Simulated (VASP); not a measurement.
# TiN (dscan) (Fm-3m) in VASP: a series of runs

The runs below take TiN (dscan) through single point, with r2SCAN.

Program: VASP 6.6.1. These are calculated values, not measurements. Logs are shortened: lines on timing, memory, paths and dates and some standing lists are left out, and cuts for length are marked.

## 1. The cell of the first run

The structure is cubic, space group Fm-3m (No. 225). The conventional cell has a = 4.235 Å, b = 4.235 Å, c = 4.235 Å, α = 90.00°, β = 90.00°, γ = 90.00°. Within 2.8 Å of Ti (site symmetry m-3m) lie 6 N at 2.12 Å. Within 2.8 Å of N (site symmetry m-3m) lie 6 Ti at 2.12 Å.

## 2. Single point, r2SCAN

POSCAR

```
TiN
1.0
    0.0000000000      2.1174607577      2.1174607577
    2.1174607577      0.0000000000      2.1174607577
    2.1174607577      2.1174607577      0.0000000000
Ti N
1 1
Direct
    0.0000000000      0.0000000000      0.0000000000
    0.5000000000      0.5000000000      0.5000000000
```

INCAR.step1

```
  PREC = Accurate
  ENCUT = 520
  ISMEAR = -1
  SIGMA = 0.15
  LREAL = F
  LASPH = T
  NELM = 100
  NBANDS = 16
  GGA = PE
  ALGO = Normal
  EDIFF = 1E-4
  LWAVE = T
  LCHARG = F
```

INCAR.step2

```
  PREC = Accurate
  ENCUT = 520
  EDIFF = 1E-7
  ISMEAR = -1
  SIGMA = 0.15
  LREAL = F
  LASPH = T
  NELM = 100
  ALGO = Normal
  ISIF = 2
  LWAVE = F
  LCHARG = F
  METAGGA = R2SCAN
  LMIXTAU = T
  NBANDS = 16
  ISTART = 1
```

KPOINTS

```
regular mesh
0
Gamma
  16 16 16
```

Potentials or basis: VASP PAW PBE potentials, release 64 (Ti_sv, N).

Run with:

```sh
cat potpaw_PBE.64/Ti_sv/POTCAR potpaw_PBE.64/N/POTCAR > POTCAR
cp INCAR.step1 INCAR
mpirun -np 1 vasp_std > vasp.out
cp INCAR.step2 INCAR
mpirun -np 1 vasp_std > vasp.out
```

OUTCAR:

```text
PREC = Accurate
   ENCUT = 520
   EDIFF = 1E-7
   ISMEAR = -1
   LREAL = F
   LASPH = T
   NELM = 100
   ISIF = 2
   METAGGA = R2SCAN
   ISTART = 1

 ion  position               nearest neighbor table
   1  0.000  0.000  0.000-   2 2.12   2 2.12   2 2.12   2 2.12   2 2.12   2 2.12
   2  0.500  0.500  0.500-   1 2.12   1 2.12   1 2.12   1 2.12   1 2.12   1 2.12

  LATTYP: Found a face centered cubic cell.
 ALAT       =     4.2349215154

  Lattice vectors:

 A1 = (   0.0000000000,   2.1174607577,   2.1174607577)
 A2 = (   2.1174607577,   0.0000000000,   2.1174607577)
 A3 = (   2.1174607577,   2.1174607577,   0.0000000000)

Analysis of symmetry for initial positions (statically):
=====================================================================
 Subroutine PRICEL returns:
 Original cell was already a primitive cell.

 Routine SETGRP: Setting up the symmetry group for a
 face centered cubic supercell.

 Subroutine GETGRP returns: Found 48 space group operations
 (whereof 48 operations were pure point group operations)
 out of a pool of 48 trial point group operations.

The static configuration has the point symmetry O_h .

Analysis of symmetry for dynamics (positions and initial velocities):
=====================================================================
 Subroutine PRICEL returns:
 Original cell was already a primitive cell.

 Routine SETGRP: Setting up the symmetry group for a
 face centered cubic supercell.

 Subroutine GETGRP returns: Found 48 space group operations
 (whereof 48 operations were pure point group operations)
 out of a pool of 48 trial point group operations.

The dynamic configuration has the point symmetry O_h .

 Subroutine INISYM returns: Found 48 space group operations
 (whereof 48 operations are pure point group operations),
 and found     1 'primitive' translations

----------------------------------------------------------------------------------------

                                     Primitive cell

  volume of cell :      18.9879

  direct lattice vectors                    reciprocal lattice vectors
     0.000000000  2.117460758  2.117460758    -0.236131885  0.236131885  0.236131885
     2.117460758  0.000000000  2.117460758     0.236131885 -0.236131885  0.236131885
     2.117460758  2.117460758  0.000000000     0.236131885  0.236131885 -0.236131885

  length of vectors
[... 75 lines left out ...]
   ICHARG =      0    charge: 1-file 2-atom 10-const
   ISPIN  =      1    spin polarized calculation?
   LNONCOLLINEAR =      F non collinear calculations
   LSORBIT =      F    spin-orbit coupling
   LASPH  =      T    aspherical Exc in radial PAW
   ENCUT  =  520.0 eV  38.22 Ry    6.18 a.u.   5.57  5.57  5.57*2*pi/ulx,y,z
   NELM   =    100;   NELMIN=  2; NELMDL=  0     # of ELM steps
   EDIFF  = 0.1E-06   stopping-criterion for ELM
   LREAL  =      F    real-space projection
   EDIFFG = 0.1E-05   stopping-criterion for IOM
   NSW    =      0    number of steps for IOM
   IBRION =     -1    ionic relax: 0-MD 1-quasi-New 2-CG
   NFREE  =      0    steps in history (QN), initial steepest desc. (CG)
   ISIF   =      2    stress and relaxation
   ISYM   =      2    0-nonsym 1-usesym 2-fastsym
   POTIM  = 0.5000    time-step for ionic-motion
   TEBEG  =    0.0;   TEEND  =   0.0 temperature during run
   PSTRESS=    0.0 pullay stress
   NELECT =      17.0000    total number of electrons
   NUPDOWN=      -1.0000    fix difference up-down
   EMIN   =  10.00;   EMAX   =-10.00  energy-range for DOS
   EFERMI =   0.00;   METHOD = LEGACY
   ISMEAR =    -1;   SIGMA  =   0.15  broadening in eV -4-tet -1-fermi 0-gaus
   EFERMI_NEDOS =   21; number of points for ismear=-14 and -15
   IALGO  =     38    algorithm
   IMIX   =      4    mixing-type and parameters
     AMIX     =   0.40;   BMIX     =  1.00
     AMIX_MAG =   1.60;   BMIX_MAG =  1.00
  volume/ion in A,a.u.               =       9.49        64.07
  Fermi-wavevector in a.u.,A,eV,Ry     =   1.577850  2.981705 33.873218  2.489611
  Thomas-Fermi vector in A             =   2.678470
   LORBIT       =      0    0 simple, 1 ext, 2 COOP (PROOUT), +10 PAW based schemes
   METAGGA = R2SCAN    functional components
   LHFCALC =     F    Hartree Fock is set to
   AEXX    =    0.0000 exact exchange contribution
   IVDW    =     0    specifies the selected vdW correction
   LEPSILON=     F    determine dielectric tensor
   LRPA    =     F    only Hartree local field effects (RPA)
 non-spin polarized calculation
  energy-cutoff  :      520.00
  volume of cell :       18.99
 maximum number of plane-waves:       531
 NGX is ok and might be reduce to    24
   NGX = 11   NGY = 11   NGZ = 11

 number of electron      17.0000001 magnetization

 Free energy of the ion-electron system (eV)
  ---------------------------------------------------
  ext. energy  EPLUGINS =         0.00000000
  ---------------------------------------------------
  free energy    TOTEN  =       -26.04508885 eV

  energy without entropy =      -25.98478480  energy(sigma->0) =      -26.01493683

 E-fermi :  11.7075     XC(G=0): -13.9051

 val. band max:       11.6881125253   @ k =   0.1250   0.0000   0.0000
 cond. band min:      11.7326204023   @ k =  -0.3125   0.4375   0.1250
 fundamental gap:      0.0445078770
 Fermi energy:        11.7074792236

 k-point     1 :       0.0000    0.0000    0.0000
  band No.  band energies     occupation
      1     -48.6359      2.00000
      2     -23.5700      2.00000
      3     -23.5699      2.00000
      4     -23.5699      2.00000
      5      -6.5701      2.00000
      6       9.3292      2.00000
[... 433 lines left out ...]
      3     -23.5862      2.00000
      4     -23.5707      2.00000
      5      -6.3680      2.00000
      6       8.2562      2.00000
[... 8 lines left out ...]
     15      25.6960      0.00000
     16      31.3833      0.00000

 [... further k-points ...]
[... 5 lines left out ...]
  --------------------------------------------------------------------------------------
  -------------------------------------------------------------------------------------
  Total        0.1591324      0.1591324      0.1591324     -0.0000000      0.0000000     -0.0000000
  in kB       13.4274359     13.4274359     13.4274359     -0.0000000      0.0000000     -0.0000000
  external PRESSURE =      13.4274359 kB  Pullay stress =       0.0000000 kB

 VOLUME and BASIS-vectors are now :
 -----------------------------------------------------------------------------
  energy-cutoff  :      520.00
  volume of cell :       18.99
      direct lattice vectors                 reciprocal lattice vectors
     0.000000000  2.117460758  2.117460758    -0.236131885  0.236131885  0.236131885
     2.117460758  0.000000000  2.117460758     0.236131885 -0.236131885  0.236131885
     2.117460758  2.117460758  0.000000000     0.236131885  0.236131885 -0.236131885

 POSITION                                       TOTAL-FORCE (eV/Angst)
 -----------------------------------------------------------------------------------
      0.00000      0.00000      0.00000        -0.000000     -0.000000     -0.000000
      2.11746      2.11746      2.11746         0.000000      0.000000      0.000000
 -----------------------------------------------------------------------------------
    total drift:                                0.000000     -0.000000     -0.000000

  FREE ENERGIE OF THE ION-ELECTRON SYSTEM (eV)
  ---------------------------------------------------
  free  energy   TOTEN  =       -26.0450888494 eV

  energy  without entropy=      -25.9847848014  energy(sigma->0) =      -26.01493683
```

OUTCAR.step1:

```text
PREC = Accurate
   ENCUT = 520
   ISMEAR = -1
   LREAL = F
   LASPH = T
   NELM = 100
[... 675 lines left out ...]
 -----------------------------------------------------------------------------------
      0.00000      0.00000      0.00000         0.000000      0.000000      0.000000
      2.11746      2.11746      2.11746        -0.000000      0.000000      0.000000
 -----------------------------------------------------------------------------------
    total drift:                                0.000000     -0.000000     -0.000000

  FREE ENERGIE OF THE ION-ELECTRON SYSTEM (eV)
  ---------------------------------------------------
  free  energy   TOTEN  =       -19.6664646952 eV

  energy  without entropy=      -19.6041443785  energy(sigma->0) =      -19.63530454
```

Run time: 65 s. Hardware: 1 thread of Intel Xeon 6975P-C (Granite Rapids), shared host; peak memory 0.17 GiB.

What came out:

| Quantity | Value |
| --- | --- |
| Free energy | -26.0451 eV |
| Pressure | 1.3 GPa |

Caveat: the PAW data sets were made with another functional, which shifts forces and pressure a little.

## 3. Single point, r2SCAN

This run uses another cell than the first one, of 9.54 Å³/atom, 1.004 times its volume.

POSCAR

```
TiN
1.0
    0.0000000000      2.1206234500      2.1206234500
    2.1206234500      0.0000000000      2.1206234500
    2.1206234500      2.1206234500      0.0000000000
Ti N
1 1
Direct
    0.0000000000      0.0000000000      0.0000000000
    0.5000000000      0.5000000000      0.5000000000
```

INCAR.step1

```
SYSTEM = TiN
ALGO = Normal
EDIFF = 1E-5
ENCUT = 910
GGA = PE
GGA_COMPAT = .False.
ISMEAR = 0
LASPH = .True.
LCHARG = .False.
LREAL = .False.
LWAVE = .True.
NBANDS = 16
NELM = 120
PREC = Accurate
SIGMA = 0.1
```

INCAR.step2

```
SYSTEM = TiN
ALGO = Normal
EDIFF = 1E-6
ENCUT = 910
GGA_COMPAT = .False.
ISIF = 2
ISMEAR = 0
ISTART = 1
LASPH = .True.
LCHARG = .False.
LMIXTAU = .True.
LREAL = .False.
LWAVE = .False.
METAGGA = R2SCAN
NBANDS = 16
NELM = 120
PREC = Accurate
SIGMA = 0.1
```

KPOINTS

```
k-points
0
Gamma
  8 8 8
  0 0 0
```

Potentials or basis: VASP PAW PBE potentials, release 64 (Ti_sv, N_h).

Run with:

```sh
cat potpaw_PBE.64/Ti_sv/POTCAR potpaw_PBE.64/N_h/POTCAR > POTCAR
cp INCAR.step1 INCAR
mpirun -np 1 vasp_std > vasp.out
cp INCAR.step2 INCAR
mpirun -np 1 vasp_std > vasp.out
```

OUTCAR:

```text
SYSTEM = TiN
   EDIFF = 1E-6
   ENCUT = 910
   ISIF = 2
   ISMEAR = 0
   ISTART = 1
   LASPH = .True.
   LREAL = .False.
   METAGGA = R2SCAN
   NELM = 120
   PREC = Accurate

 ion  position               nearest neighbor table
   1  0.000  0.000  0.000-   2 2.12   2 2.12   2 2.12   2 2.12   2 2.12   2 2.12
   2  0.500  0.500  0.500-   1 2.12   1 2.12   1 2.12   1 2.12   1 2.12   1 2.12

  LATTYP: Found a face centered cubic cell.
 ALAT       =     4.2412469000

  Lattice vectors:

 A1 = (   0.0000000000,   2.1206234500,   2.1206234500)
 A2 = (   2.1206234500,   0.0000000000,   2.1206234500)
 A3 = (   2.1206234500,   2.1206234500,   0.0000000000)

Analysis of symmetry for initial positions (statically):
=====================================================================
 Subroutine PRICEL returns:
 Original cell was already a primitive cell.

 Routine SETGRP: Setting up the symmetry group for a
 face centered cubic supercell.

 Subroutine GETGRP returns: Found 48 space group operations
 (whereof 48 operations were pure point group operations)
 out of a pool of 48 trial point group operations.

The static configuration has the point symmetry O_h .

Analysis of symmetry for dynamics (positions and initial velocities):
=====================================================================
 Subroutine PRICEL returns:
 Original cell was already a primitive cell.

 Routine SETGRP: Setting up the symmetry group for a
 face centered cubic supercell.

 Subroutine GETGRP returns: Found 48 space group operations
 (whereof 48 operations were pure point group operations)
 out of a pool of 48 trial point group operations.

The dynamic configuration has the point symmetry O_h .

 Subroutine INISYM returns: Found 48 space group operations
 (whereof 48 operations are pure point group operations),
 and found     1 'primitive' translations

----------------------------------------------------------------------------------------

                                     Primitive cell

[... 105 lines left out ...]
   ISMEAR =     0;   SIGMA  =   0.10  broadening in eV -4-tet -1-fermi 0-gaus
   EFERMI_NEDOS =   21; number of points for ismear=-14 and -15
   IALGO  =     38    algorithm
   IMIX   =      4    mixing-type and parameters
     AMIX     =   0.40;   BMIX     =  1.00
     AMIX_MAG =   1.60;   BMIX_MAG =  1.00
  volume/ion in A,a.u.               =       9.54        64.36
  Fermi-wavevector in a.u.,A,eV,Ry     =   1.575497  2.977258 33.772256  2.482191
  Thomas-Fermi vector in A             =   2.676472
   LORBIT       =      0    0 simple, 1 ext, 2 COOP (PROOUT), +10 PAW based schemes
   METAGGA = R2SCAN    functional components
   LHFCALC =     F    Hartree Fock is set to
   AEXX    =    0.0000 exact exchange contribution
   IVDW    =     0    specifies the selected vdW correction
   LEPSILON=     F    determine dielectric tensor
   LRPA    =     F    only Hartree local field effects (RPA)
 non-spin polarized calculation
 Gauss-broadening in eV      SIGMA  =   0.10
  energy-cutoff  :      910.00
  volume of cell :       19.07
 maximum number of plane-waves:      1243
 NGX is ok and might be reduce to    30
   NGX = 15   NGY = 15   NGZ = 15

 number of electron      17.0000000 magnetization

 Free energy of the ion-electron system (eV)
  ---------------------------------------------------
  ext. energy  EPLUGINS =         0.00000000
  ---------------------------------------------------
  free energy    TOTEN  =       -26.00440531 eV

  energy without entropy =      -25.99584088  energy(sigma->0) =      -26.00012310

 E-fermi :  12.0321     XC(G=0): -13.8683

 val. band max:       11.9828043074   @ k =   0.1250   0.0000   0.0000
 cond. band min:      12.0449990421   @ k =   0.3750   0.1250   0.0000
 fundamental gap:      0.0621947347
 Fermi energy:        12.0321225214

 k-point     1 :       0.0000    0.0000    0.0000
  band No.  band energies     occupation
      1     -48.3442      2.00000
      2     -23.2829      2.00000
      3     -23.2829      2.00000
      4     -23.2829      2.00000
      5      -6.2569      2.00000
      6       9.6236      2.00000
[... 433 lines left out ...]
      3     -23.4984      2.00000
      4     -23.3921      2.00000
      5      -4.1352      2.00000
      6       4.4726      2.00000
[... 8 lines left out ...]
     15      25.4594      0.00000
     16      26.4410      0.00000

 [... further k-points ...]
[... 5 lines left out ...]
  --------------------------------------------------------------------------------------
  -------------------------------------------------------------------------------------
  Total       -0.0257274     -0.0257274     -0.0257274     -0.0000000     -0.0000000     -0.0000000
  in kB       -2.1611540     -2.1611540     -2.1611540     -0.0000000     -0.0000000     -0.0000000
  external PRESSURE =      -2.1611540 kB  Pullay stress =       0.0000000 kB

 VOLUME and BASIS-vectors are now :
 -----------------------------------------------------------------------------
  energy-cutoff  :      910.00
  volume of cell :       19.07
      direct lattice vectors                 reciprocal lattice vectors
     0.000000000  2.120623450  2.120623450    -0.235779718  0.235779718  0.235779718
     2.120623450  0.000000000  2.120623450     0.235779718 -0.235779718  0.235779718
     2.120623450  2.120623450  0.000000000     0.235779718  0.235779718 -0.235779718

 POSITION                                       TOTAL-FORCE (eV/Angst)
 -----------------------------------------------------------------------------------
      0.00000      0.00000      0.00000         0.000000      0.000000      0.000000
      2.12062      2.12062      2.12062        -0.000000     -0.000000      0.000000
 -----------------------------------------------------------------------------------
    total drift:                               -0.000000      0.000000      0.000000

  FREE ENERGIE OF THE ION-ELECTRON SYSTEM (eV)
  ---------------------------------------------------
  free  energy   TOTEN  =       -26.0044053096 eV

  energy  without entropy=      -25.9958408815  energy(sigma->0) =      -26.00012310
```

OSZICAR.step1:

```text
N       E                     dE             d eps       ncg     rms          rms(c)
DAV:   1     0.172216097303E+03    0.17222E+03   -0.11879E+04   936   0.188E+03
DAV:   2    -0.106808922543E+02   -0.18290E+03   -0.16966E+03  1088   0.427E+02
DAV:   3    -0.243656708022E+02   -0.13685E+02   -0.13476E+02  1096   0.106E+02
DAV:   4    -0.247911509849E+02   -0.42548E+00   -0.42408E+00  1168   0.177E+01
DAV:   5    -0.248021227607E+02   -0.10972E-01   -0.10972E-01  1072   0.257E+00    0.182E+01
DAV:   6    -0.200308996826E+02    0.47712E+01   -0.13140E+01  1264   0.532E+01    0.675E+00
DAV:   7    -0.196714673965E+02    0.35943E+00   -0.16277E+00  1184   0.158E+01    0.474E+00
DAV:   8    -0.198471111745E+02   -0.17564E+00   -0.97071E-01  1192   0.145E+01    0.535E+00
DAV:   9    -0.196439421381E+02    0.20317E+00   -0.28192E-01  1048   0.835E+00    0.129E+00
DAV:  10    -0.196393448077E+02    0.45973E-02   -0.30302E-02  1112   0.199E+00    0.403E-01
DAV:  11    -0.196361358175E+02    0.32090E-02   -0.42145E-03  1520   0.749E-01    0.125E-01
DAV:  12    -0.196361177262E+02    0.18091E-04   -0.38680E-04   968   0.166E-01    0.521E-02
DAV:  13    -0.196361116601E+02    0.60661E-05   -0.66769E-05  1104   0.128E-01
   1 F= -.19636112E+02 E0= -.19631822E+02  d E =-.857850E-02
```

It took 73 s on 1 thread of Intel Xeon Platinum 8375C at 2.90GHz (Ice Lake), shared host; peak memory 0.18 GiB.

What came out:

* Free energy: -26.0044 eV
* Pressure: -0.2 GPa

Caveat: the cutoff is under 1.25 times the usual one of these potentials, so pressure, stress and relaxed cells hold a basis-set (Pulay) error; the PAW data sets were made with another functional, which shifts forces and pressure a little.

## 4. Single point, r2SCAN

POSCAR

```
TiN
1.0
    0.0000000000      2.1174607577      2.1174607577
    2.1174607577      0.0000000000      2.1174607577
    2.1174607577      2.1174607577      0.0000000000
Ti N
1 1
Direct
    0.0000000000      0.0000000000      0.0000000000
    0.5000000000      0.5000000000      0.5000000000
```

INCAR.step1

```
  PREC = Accurate
  ENCUT = 910
  ISMEAR = -1
  SIGMA = 0.15
  LREAL = F
  LASPH = T
  NELM = 120
  NBANDS = 16
  GGA = PE
  ALGO = Normal
  EDIFF = 1E-5
  LWAVE = T
  LCHARG = F
  GGA_COMPAT = F
```

INCAR.step2

```
  PREC = Accurate
  ENCUT = 910
  EDIFF = 1E-6
  ISMEAR = -1
  SIGMA = 0.15
  LREAL = F
  LASPH = T
  NELM = 120
  ALGO = Normal
  ISIF = 2
  LWAVE = F
  LCHARG = F
  METAGGA = R2SCAN
  LMIXTAU = T
  NBANDS = 16
  ISTART = 1
  GGA_COMPAT = F
```

KPOINTS

```
regular mesh
0
Gamma
  16 16 16
```

Run with:

```sh
cat potpaw_PBE.64/Ti_sv/POTCAR potpaw_PBE.64/N_h/POTCAR > POTCAR
cp INCAR.step1 INCAR
mpirun -np 1 vasp_std > vasp.out
cp INCAR.step2 INCAR
mpirun -np 1 vasp_std > vasp.out
```

It took 4.1 min on 1 thread of Intel Xeon 6975P-C (Granite Rapids), shared host; peak memory 0.25 GiB.

Results (log left out):

* Free energy: -26.0452 eV
* Pressure: 1.2 GPa

Levels at points of the mesh, in eV from the Fermi level:
```csv
k point,band 6,band 7,band 8,band 9,band 10,band 11
"(0.00, 0.00, 0.00)",-2.38,-2.38,-2.38,-0.61,-0.61,-0.61
"(0.50, 0.00, 0.00)",-8.52,-5.92,-5.92,1.76,1.76,2.47
"(0.50, 0.50, 0.00)",-6.27,-3.61,-3.61,-3.10,1.69,2.47
```

Caveat: the cutoff is under 1.25 times the usual one of these potentials, so pressure, stress and relaxed cells hold a basis-set (Pulay) error; the PAW data sets were made with another functional, which shifts forces and pressure a little.

## 5. Summary

```csv
potentials or basis,cell,k mesh,cutoff (eV),smearing,second run,gap on the mesh (eV),pressure (GPa)
"VASP PAW PBE potentials, release 64 (Ti_sv, N)","a = 2.995 Å, angles 60.0°, 2 atoms",16 × 16 × 16,520,fermi-dirac 0.15 eV,-,none,1.3
"VASP PAW PBE potentials, release 64 (Ti_sv, N_h)","a = 2.999 Å, angles 60.0°, 2 atoms",8 × 8 × 8,910,gaussian 0.1 eV,hard_potentials,none,-0.2
"VASP PAW PBE potentials, release 64 (Ti_sv, N_h)","a = 2.995 Å, angles 60.0°, 2 atoms",16 × 16 × 16,910,fermi-dirac 0.15 eV,hard_potentials,none,1.2
```

Alike in all rows: task single point; level r2SCAN; no spin polarisation.

Caveats: the PAW data sets were made with another functional, which shifts forces and pressure a little; the cutoff is under 1.25 times the usual one of these potentials, so pressure, stress and relaxed cells hold a basis-set (Pulay) error (some runs).

Total energies depend on the potentials used, so only differences within one code and one set of settings carry meaning.
